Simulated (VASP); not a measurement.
I: relaxation of cell and atoms with PBEsol

The system is I.

```
CELL_PARAMETERS angstrom
6.81682 0.00000 0.00000
-3.40841 5.90354 0.00000
0.00000 0.00000 2.91517
ATOMIC_POSITIONS crystal
I 0.00000 0.00000 0.00000
I 0.33333 0.66667 0.50000
I 0.66667 0.33333 0.50000
```

```json
{"Program": "VASP 6.6.1", "Task": "relaxation of cell and atoms", "Functional": "PBEsol", "Potentials or basis": "VASP PAW PBE potentials, release 64 (I)", "Cutoff": "600 eV", "k mesh": "9 × 9 × 16", "Occupations": "gaussian, width 0.1 eV", "Spin": "no spin polarisation", "Dipole correction": "no", "Further INCAR settings": "ALGO = Normal; EDIFF = 1e-06; IBRION = 2; EDIFFG = -0.01; NSW = 100; ISIF = 3"}
```

```json
{
  "Relaxed volume": "39.36 Å³/atom",
  "Relaxed cell": "a = 6.843 Å, b = 6.843 Å, c = 2.911 Å, α = 90.00°, β = 90.00°, γ = 120.00°",
  "Space group after relaxing (to 0.1 Å)": "P6/mmm (No. 191)",
  "Energy gained by relaxing": "0.1 meV/atom",
  "Ionic steps": "5",
  "Pressure after relaxing": "0.0 GPa",
  "Band gap on the k mesh": "zero (an odd number of electrons rules out a gap without spin polarisation)"
}
```

Step by step:
```
step  energy change (eV)  largest force (eV/Å)  pressure (GPa)  volume (Å³)
   1              0.0000                0.0000           -0.01       117.32
   2             -0.0001                0.0000            0.07       117.28
   3             -0.0001                0.0000            0.05       117.29
   4             -0.0001                0.0000            0.08       117.49
   5             -0.0002                0.0000            0.00       118.07
```

Final structure:
```
I
1.0
     6.84298    0.00000    0.00000
    -3.42149    5.92620    0.00000
     0.00000    0.00000    2.91145
I
3
Cartesian
  0.0000 0.0000 0.0000
  0.0000 3.9508 1.4557
  3.4215 1.9754 1.4557
```

Levels at points of the mesh, in eV from the Fermi level:
```csv
k point,band 8,band 9,band 10,band 11,band 12,band 13
"(0.00, 0.00, 0.00)",-0.98,-0.98,3.40,3.79,3.96,4.67
"(0.00, 0.00, 0.50)",-1.10,-0.30,-0.30,0.02,0.02,5.04
```

Wall time 12 min on 1 thread of Intel Xeon 8259CL, on a shared host, peak memory 0.39 GiB.

Caveat: the PAW data sets were made with another functional, which shifts forces and pressure a little; spin-orbit coupling is left out, which moves the levels of the heavy elements; an odd number of electrons without spin polarisation forces a metal; a magnetic or distorted state may lie lower.
